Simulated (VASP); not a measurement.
Wanted: the native input for a VASP 6.6.1 run.

| Item | Value |
| --- | --- |
| Task | single point |
| Functional | PBE |
| Potentials or basis | VASP PAW PBE potentials, release 64 (Sn_d, O) |
| Cutoff | 520 eV |
| k mesh | 6 × 6 × 6 |
| Occupations | gaussian, width 0.02 eV |
| Spin | no spin polarisation |
| Dipole correction | no |
| Further INCAR settings | ALGO = Normal; EDIFF = 1e-07; NBANDS = 64 |

The structure of SnO2 lies in POSCAR:

```
SnO2
1.0
    4.8132421887      0.0000000000      0.0000000000
    0.0000000000      5.8326896757      0.0000000000
    0.0000000000      0.0000000000      5.2525239808
Sn O
4 8
Direct
    0.5000000000      0.6669006574      0.7500000000
    0.0000000000      0.8330993426      0.2500000000
    0.5000000000      0.3330993426      0.2500000000
    0.0000000000      0.1669006574      0.7500000000
    0.7302197842      0.6061475526      0.0782463696
    0.2302197842      0.8938524474      0.9217536304
    0.7697802158      0.8938524474      0.5782463696
    0.2697802158      0.6061475526      0.4217536304
    0.7302197842      0.3938524474      0.5782463696
    0.2302197842      0.1061475526      0.4217536304
    0.7697802158      0.1061475526      0.0782463696
    0.2697802158      0.3938524474      0.9217536304
```

This cell differs from its parent crystal: uniaxial strain along c: -1.0 %, then relaxed in part.

These files were run (other wordings do the same):

INCAR

```
SYSTEM = SnO2
  ALGO = Normal
  EDIFF = 1E-7
  ENCUT = 520
  GGA = PE
  ISIF = 2
  ISMEAR = 0
  LASPH = .TRUE.
  LCHARG = .TRUE.
  LELF = .TRUE.
  LREAL = .FALSE.
  LVHAR = .TRUE.
  LWAVE = .FALSE.
  NBANDS = 64
  NELM = 60
  PREC = Accurate
  SIGMA = 0.02
```

KPOINTS

```
k-points
0
G
  6 6 6
  0 0 0
```

Potentials or basis: VASP PAW PBE potentials, release 64 (Sn_d, O).

Run with:

```bash
$ cat potpaw_PBE.64/Sn_d/POTCAR potpaw_PBE.64/O/POTCAR > POTCAR
$ mpirun -np 1 vasp_std > vasp.out
```

Results of the run:

```yaml
Pressure: 1.3 GPa
Largest_force: 0.014 eV/Å
Band_gap_on_the_k_mesh: 1.03 eV
```

Caveat: the cell differs from its parent crystal (uniaxial strain along c: -1.0 %, then relaxed in part); spin-orbit coupling is left out, which moves the levels of the heavy elements.

Run time: 9.8 min on 1 thread of Intel(R) Xeon(R) Platinum 8259CL CPU @ 2.50GHz (Skylake/Cascade Lake), with other jobs on the host, peak memory 0.52 GiB.
